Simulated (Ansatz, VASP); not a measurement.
## Two plane-wave programs on As

The input INCAR:

```
SYSTEM = As
ALGO = Normal ; EDIFF = 1E-6
EDIFFG = -0.01 ; ENCUT = 600
GGA = PE ; IBRION = 2
ISIF = 3 ; ISMEAR = -1
IVDW = 13 ; LASPH = .TRUE.
LCHARG = .FALSE. ; LREAL = .FALSE.
LWAVE = .FALSE. ; NELM = 60
NSW = 60 ; PREC = Accurate
SIGMA = 0.05
```

KPOINTS

```
k-points
0
G
  9 9 9
  0 0 0
```

Contents of POSCAR:

```
As
1.0
    1.8807968987      1.0858785957      3.5140619945
   -1.8807968987      1.0858785957      3.5140619945
    0.0000000000     -2.1717571915      3.5140619945
As
2
Direct
    0.2260000000      0.2260000000      0.2260000000
    0.7740000000      0.7740000000      0.7740000000
```

File input.yaml:

```yaml
crystal:
  lattice:
    - [1.8807968987, 1.0858785957, 3.5140619945]
    - [-1.8807968987, 1.0858785957, 3.5140619945]
    - [0.0, -2.1717571915, 3.5140619945]
  atoms:
    - { symbol: As, position: [0.226, 0.226, 0.226] }
    - { symbol: As, position: [0.774, 0.774, 0.774] }
hamiltonian:
  xc: pbe
  pseudopotentials: { kind: paw }
  dispersion: d4
kpoints:
  mp_grid: { grid: [9, 9, 9] }
scf:
  occupations: { method: fermi_dirac, width: 0.05 }
output:
  forces: true
  stress: true
  eigenvalues: true
relax:
  f_tol: 0.01
  max_steps: 40
  cell: { stress_tol: 0.05 }
```

Alike in both runs: task relaxation of cell and atoms; functional PBE; dispersion D4; k mesh 9 × 9 × 9; occupations fermi-dirac, width 0.05 eV; no spin polarisation.

|  | VASP | Ansatz |
| --- | --- | --- |
| version | VASP 6.6.1 | Ansatz 0.2.0 |
| potentials or method | VASP PAW PBE potentials, release 64 (As) | Ansatz PAW |
| plane-wave cutoff (eV) | 600 | 420 |
| valence electrons in the cell | 10 | 30 |

Ansatz gave:

| Property | Result |
| --- | --- |
| gap on the k mesh at the Fermi level, each at its own relaxed structure (eV) | 0.09 |
| relaxed volume (Å³/atom) | 20.91 |
| relaxed cell length with the largest relative difference (Å) | 4.017 |

Problem. What did VASP give for the same quantities?

Solution. gap on the k mesh at the Fermi level, each at its own relaxed structure (eV): 0.10; relaxed volume (Å³/atom): 20.94; relaxed cell length with the largest relative difference (Å): 4.014.

VASP's potentials hold 10 valence electrons a cell and Ansatz's 30, so a difference there can come from the potentials and not from the codes.

Noted on Ansatz's run: odd divisions of the mesh miss points on the zone boundary, where band edges often lie, so the gap on the mesh can be too wide; the plane-wave basis is chosen anew once the cell has moved, so the energies of steps on either side of that aren't comparable.
